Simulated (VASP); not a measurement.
# C (P6_3/mmc) in VASP: further runs, part 2 of 2

VASP 6.6.1. The steps go on from the part before.

### Step 3. Single point, PBEsol

This run uses another cell than the first one, of 7.63 Å³/atom.

The input, INCAR:

```
SYSTEM = C
PREC     = Accurate       ! precision mode
ENCUT    = 600            ! plane-wave cutoff, eV
EDIFF    = 1E-6           ! SCF threshold, eV
ISMEAR   = 0              ! smearing method
SIGMA    = 0.01           ! smearing width, eV
LREAL    = .False.        ! projectors in reciprocal space
LASPH    = .True.         ! aspherical terms in the spheres
NELM     = 120            ! most SCF steps
ALGO     = Normal         ! electronic algorithm
ISIF     = 2              ! what is computed and relaxed
LWAVE    = .False.        ! write WAVECAR
LCHARG   = .True.         ! write CHGCAR
GGA      = PS             ! functional
LELF     = .True.         ! ELF
LVHAR    = .True.       
NBANDS   = 16             ! bands
GGA_COMPAT= .False.
```

The input, KPOINTS:

```
regular mesh
0
Gamma
  10 10 4
  0 0 0
```

The input, POSCAR:

```
C
1.0
    2.4408082241      0.0000000000      0.0000000000
   -1.2204041121      2.1138019279      0.0000000000
    0.0000000000      0.0000000000      5.9140125987
C
4
Direct
    0.0000000000      0.0000000000      0.0025000000
    0.0000000000      0.0000000000      0.5025000000
    0.3333333333      0.6666666667      0.0025000000
    0.6666666667      0.3333333333      0.5025000000
```

Potentials or basis: VASP PAW PBE potentials, release 64 (C).

Run with:

```
$ cat potpaw_PBE.64/C/POTCAR > POTCAR
$ mpirun -np 1 vasp_std > vasp.out
```

OUTCAR:

```text
SYSTEM = C
   PREC = Accurate
   ENCUT = 600
   EDIFF = 1E-6
   ISMEAR = 0
   LREAL = .False.
   LASPH = .True.
   NELM = 120
   ISIF = 2
   GGA = PS

 ion  position               nearest neighbor table
   1  0.000  0.000  0.002-   3 1.41   3 1.41   3 1.41
   2  0.000  0.000  0.502-   4 1.41   4 1.41   4 1.41
   3  0.333  0.667  0.002-   1 1.41   1 1.41   1 1.41
   4  0.667  0.333  0.502-   2 1.41   2 1.41   2 1.41

  LATTYP: Found a hexagonal cell.
 ALAT       =     2.4408082241
 C/A-ratio  =     2.4229730711

  Lattice vectors:

 A1 = (   2.4408082241,   0.0000000000,   0.0000000000)
 A2 = (  -1.2204041121,   2.1138019279,   0.0000000000)
 A3 = (   0.0000000000,   0.0000000000,   5.9140125987)

Analysis of symmetry for initial positions (statically):
=====================================================================
 Subroutine PRICEL returns:
 Original cell was already a primitive cell.

 Routine SETGRP: Setting up the symmetry group for a
 hexagonal supercell.

 Subroutine GETGRP returns: Found 24 space group operations
 (whereof  6 operations were pure point group operations)
 out of a pool of 24 trial point group operations.

The static configuration has the point symmetry C_3v.
 The point group associated with its full space group is D_6h.

Analysis of symmetry for dynamics (positions and initial velocities):
=====================================================================
 Subroutine PRICEL returns:
 Original cell was already a primitive cell.

 Routine SETGRP: Setting up the symmetry group for a
 hexagonal supercell.

 Subroutine GETGRP returns: Found 24 space group operations
 (whereof  6 operations were pure point group operations)
 out of a pool of 24 trial point group operations.

The dynamic configuration has the point symmetry C_3v.
 The point group associated with its full space group is D_6h.

 Subroutine INISYM returns: Found 24 space group operations
 (whereof  6 operations are pure point group operations),
 and found     1 'primitive' translations

----------------------------------------------------------------------------------------

                                     Primitive cell

  volume of cell :      30.5127

  direct lattice vectors                    reciprocal lattice vectors
     2.440808224  0.000000000  0.000000000     0.409700357  0.236540611  0.000000000
    -1.220404112  2.113801928  0.000000000     0.000000000  0.473081222  0.000000000
     0.000000000  0.000000000  5.914012599     0.000000000  0.000000000  0.169089934

  length of vectors
     2.440808224  2.440808224  5.914012599     0.473081222  0.473081222  0.169089934

  position of ions in fractional coordinates (direct lattice)
     0.000000000  0.000000000  0.002500000
     0.000000000  0.000000000  0.502500000
     0.333333333  0.666666667  0.002500000
     0.666666667  0.333333333  0.502500000

  ion indices of the primitive-cell ions
   primitive index   ion index
                 1           1
                 2           2
                 3           3
                 4           4

[... 26 lines left out ...]
 Following reciprocal coordinates:
            Coordinates               Weight
  0.000000  0.000000  0.000000      1.000000
  0.100000  0.000000  0.000000      6.000000
  0.200000  0.000000  0.000000      6.000000
  0.300000  0.000000  0.000000      6.000000
  0.400000  0.000000  0.000000      6.000000
  0.500000  0.000000  0.000000      3.000000
[... 16 lines left out ...]
  0.300000  0.100000  0.250000     24.000000
  0.400000  0.100000  0.250000     24.000000
 [... further k-points ...]
   k-points           NKPTS =     42   k-points in BZ     NKDIM =     42   number of bands    NBANDS=     16
   number of dos      NEDOS =    301   number of ions     NIONS =      4
   total plane-waves  NPLWV =  19200
   dimension x,y,z NGX =    20 NGY =   20 NGZ =   48
   dimension x,y,z NGXF=    40 NGYF=   40 NGZF=   96
   ions per type =               4
   NGX,Y,Z   is equivalent  to a cutoff of  13.62, 13.62, 13.49 a.u.
   NGXF,Y,Z  is equivalent  to a cutoff of  27.24, 27.24, 26.99 a.u.
 SYSTEM =  C
   PREC   = accura    normal or accurate (medium, high low for compatibility)
   ISTART =      0    job   : 0-new  1-cont  2-samecut
   ICHARG =      2    charge: 1-file 2-atom 10-const
   ISPIN  =      1    spin polarized calculation?
   LNONCOLLINEAR =      F non collinear calculations
   LSORBIT =      F    spin-orbit coupling
   LASPH  =      T    aspherical Exc in radial PAW
   ENCUT  =  600.0 eV  44.10 Ry    6.64 a.u.   4.87  4.87 11.81*2*pi/ulx,y,z
   NELM   =    120;   NELMIN=  2; NELMDL= -5     # of ELM steps
   EDIFF  = 0.1E-05   stopping-criterion for ELM
   LREAL  =      F    real-space projection
   EDIFFG = 0.1E-04   stopping-criterion for IOM
   NSW    =      0    number of steps for IOM
   IBRION =     -1    ionic relax: 0-MD 1-quasi-New 2-CG
   NFREE  =      0    steps in history (QN), initial steepest desc. (CG)
   ISIF   =      2    stress and relaxation
   ISYM   =      2    0-nonsym 1-usesym 2-fastsym
   POTIM  = 0.5000    time-step for ionic-motion
   TEBEG  =    0.0;   TEEND  =   0.0 temperature during run
   PSTRESS=    0.0 pullay stress
   NELECT =      16.0000    total number of electrons
   NUPDOWN=      -1.0000    fix difference up-down
   EMIN   =  10.00;   EMAX   =-10.00  energy-range for DOS
   EFERMI =   0.00;   METHOD = LEGACY
   ISMEAR =     0;   SIGMA  =   0.01  broadening in eV -4-tet -1-fermi 0-gaus
   EFERMI_NEDOS =   21; number of points for ismear=-14 and -15
   IALGO  =     38    algorithm
   IMIX   =      4    mixing-type and parameters
     AMIX     =   0.40;   BMIX     =  1.00
     AMIX_MAG =   1.60;   BMIX_MAG =  1.00
  volume/ion in A,a.u.               =       7.63        51.48
  Fermi-wavevector in a.u.,A,eV,Ry     =   1.320144  2.494711 23.711977  1.742781
  Thomas-Fermi vector in A             =   2.449992
   LORBIT       =      0    0 simple, 1 ext, 2 COOP (PROOUT), +10 PAW based schemes
   GGA     = PS    functional components
   LHFCALC =     F    Hartree Fock is set to
   AEXX    =    0.0000 exact exchange contribution
   IVDW    =     0    specifies the selected vdW correction
   LEPSILON=     F    determine dielectric tensor
   LRPA    =     F    only Hartree local field effects (RPA)
 non-spin polarized calculation
 Gauss-broadening in eV      SIGMA  =   0.01
  energy-cutoff  :      600.00
  volume of cell :       30.51
 maximum number of plane-waves:      1035
 NGX is ok and might be reduce to    20
   NGX =  9   NGY =  9   NGZ = 23

 number of electron      16.0000001 magnetization

 Free energy of the ion-electron system (eV)
  ---------------------------------------------------
  ext. energy  EPLUGINS =         0.00000000
  ---------------------------------------------------
  free energy    TOTEN  =       -38.44343275 eV

  energy without entropy =      -38.44343275  energy(sigma->0) =      -38.44343275

 E-fermi :   5.8363     XC(G=0): -11.4812

 val. band max:        5.7635140655   @ k =   0.3000   0.3000   0.0000
 cond. band min:       6.3848965473   @ k =   0.3000   0.3000   0.0000
 fundamental gap:      0.6213824818
 Fermi energy:         5.8363342780

 k-point     1 :       0.0000    0.0000    0.0000
  band No.  band energies     occupation
      1     -14.0894      2.00000
      2     -13.3323      2.00000
      3      -3.4668      2.00000
      4       0.1523      2.00000
      5       3.0178      2.00000
      6       3.0178      2.00000
[... 433 lines left out ...]
      3      -6.6175      2.00000
      4      -6.3044      2.00000
      5      -1.2212      2.00000
      6      -1.0675      2.00000
[... 8 lines left out ...]
     15      20.5183      0.00000
     16      21.4758      0.00000

 [... further k-points ...]

------------------------ aborting loop because EDIFF is reached ----------------------------------------

  FORCE on cell =-STRESS in cart. coord.  units (eV):
  Direction    XX          YY          ZZ          XY          YZ          ZX
  --------------------------------------------------------------------------------------
  -------------------------------------------------------------------------------------
  Total        2.0243083      2.0243083      1.8334901     -0.0000000     -0.0000000      0.0000000
  in kB      106.2935818    106.2935818     96.2739870     -0.0000000     -0.0000000      0.0000000
  external PRESSURE =     102.9537169 kB  Pullay stress =       0.0000000 kB

 VOLUME and BASIS-vectors are now :
 -----------------------------------------------------------------------------
  energy-cutoff  :      600.00
  volume of cell :       30.51
      direct lattice vectors                 reciprocal lattice vectors
     2.440808224  0.000000000  0.000000000     0.409700357  0.236540611  0.000000000
    -1.220404112  2.113801928  0.000000000     0.000000000  0.473081222  0.000000000
     0.000000000  0.000000000  5.914012599     0.000000000  0.000000000  0.169089934

 POSITION                                       TOTAL-FORCE (eV/Angst)
 -----------------------------------------------------------------------------------
      0.00000      0.00000      0.01479        -0.000000      0.000000     -0.000000
      0.00000      0.00000      2.97179         0.000000     -0.000000      0.000000
     -0.00000      1.40920      0.01479        -0.000000     -0.000000      0.000000
      1.22040      0.70460      2.97179         0.000000      0.000000      0.000000
 -----------------------------------------------------------------------------------
    total drift:                                0.000000      0.000000     -0.000005

  FREE ENERGIE OF THE ION-ELECTRON SYSTEM (eV)
  ---------------------------------------------------
  free  energy   TOTEN  =       -38.4434327539 eV

  energy  without entropy=      -38.4434327539  energy(sigma->0) =      -38.44343275
```

It took 17 s on 1 thread of Intel Xeon Platinum 8488C (Sapphire Rapids), shared host; peak memory 0.14 GiB.

Results:

* Free energy: -38.4434 eV
* Pressure: 10.3 GPa

Caveat: the cell stands under pressure; this functional lacks dispersion, which binds the layers, so the pressure and a relaxed spacing across them are unreliable; the PAW data sets were made with another functional, which shifts forces and pressure a little.

### Step 4. Single point, PBEsol

This run uses another cell than the first one, of 7.89 Å³/atom.

The input, INCAR:

```
SYSTEM = C
  ALGO = Normal
  EDIFF = 1E-6
  ENCUT = 600
  GGA = PS
  GGA_COMPAT = .FALSE.
  ISIF = 2
  ISMEAR = 0
  LASPH = .TRUE.
  LCHARG = .TRUE.
  LELF = .TRUE.
  LREAL = .FALSE.
  LVHAR = .TRUE.
  LWAVE = .FALSE.
  NBANDS = 16
  NELM = 120
  PREC = Accurate
  SIGMA = 0.01
```

The input, KPOINTS:

```
k-points
0
G
  10 10 4
  0 0 0
```

The input, POSCAR:

```
C
1.0
    2.4456700230      0.0000000000      0.0000000000
   -1.2228350115      2.1180123692      0.0000000000
    0.0000000000      0.0000000000      6.0889033763
C
4
Direct
    0.0000000000      0.0000000000      0.0025000000
    0.0000000000      0.0000000000      0.5025000000
    0.3333333333      0.6666666667      0.0025000000
    0.6666666667      0.3333333333      0.5025000000
```

Run with:

```
$ cat potpaw_PBE.64/C/POTCAR > POTCAR
$ mpirun -np 1 vasp_std > vasp.out
```

Wall time 16 s (1 thread of Intel Xeon Platinum 8488C (Sapphire Rapids), shared host); peak memory 0.15 GiB.

It converged, with:

| Item | Value |
| --- | --- |
| Free energy | -38.4986 eV |
| Pressure | 7.3 GPa |

Stress tensor (GPa, compression positive):
```
7.59 0.00 0.00
0.00 7.59 0.00
0.00 0.00 6.65
```

Caveat: the cell stands under pressure; this functional lacks dispersion, which binds the layers, so the pressure and a relaxed spacing across them are unreliable; the PAW data sets were made with another functional, which shifts forces and pressure a little.

### Step 5. The runs side by side

| cell | pressure (GPa) |
| --- | --- |
| a = 2.433, b = 2.433, c = 5.705 Å, angles 90.0, 90.0, 120.0°, 4 atoms | 15.3 |
| a = 2.441, b = 2.441, c = 5.914 Å, angles 90.0, 90.0, 120.0°, 4 atoms | 10.3 |
| a = 2.446, b = 2.446, c = 6.089 Å, angles 90.0, 90.0, 120.0°, 4 atoms | 7.3 |

Alike in all rows: task single point; level PBEsol; potentials or basis VASP PAW PBE potentials, release 64 (C); no spin polarisation; k mesh 10 × 10 × 4; cutoff (eV) 600; smearing gaussian 0.01 eV.

Caveats: the cell stands under pressure; this functional lacks dispersion, which binds the layers, so the pressure and a relaxed spacing across them are unreliable; the PAW data sets were made with another functional, which shifts forces and pressure a little.

Absolute energies hang on the potentials; compare differences alone.
